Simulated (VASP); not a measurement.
## Rh: single point with r2SCAN

The system is Rh.

```
CELL_PARAMETERS angstrom
0.00000 1.91877 1.91877
1.91877 0.00000 1.91877
1.91877 1.91877 0.00000
ATOMIC_POSITIONS crystal
Rh 0.00000 0.00000 0.00000
```

This cell differs from its parent crystal: volume scaled by 1.03.

```json
{
  "Program": "VASP 6.6.1",
  "Task": "single point",
  "Functional": "r2SCAN",
  "Potentials or basis": "VASP PAW PBE potentials, release 64 (Rh_pv)",
  "Cutoff": "520 eV",
  "k mesh": "18 × 18 × 18",
  "Occupations": "gaussian, width 0.1 eV",
  "Spin": "no spin polarisation"
}
```

```json
{
  "Pressure": "-6.7 GPa"
}
```

Levels at points of the mesh, in eV from the Fermi level:
| k point | band 4 | band 5 | band 6 | band 7 | band 8 | band 9 | band 10 | band 11 |
| --- | --- | --- | --- | --- | --- | --- | --- | --- |
| (0.00, 0.00, 0.00) | -7.98 | -3.05 | -3.05 | -3.05 | -1.04 | -1.04 | 16.73 | 17.41 |
| (0.50, 0.00, 0.00) | -6.11 | -3.15 | -3.15 | 0.55 | 0.55 | 0.93 | 8.79 | 16.28 |
| (0.50, 0.50, 0.00) | -6.29 | -5.93 | 0.48 | 0.99 | 0.99 | 3.44 | 12.52 | 13.83 |

Run time: 70 s on 1 thread of Intel(R) Xeon(R) Platinum 8488C (Sapphire Rapids), with other jobs on the host, peak memory 0.15 GiB.

Caveat: the PAW data sets were made with another functional, which shifts forces and pressure a little.
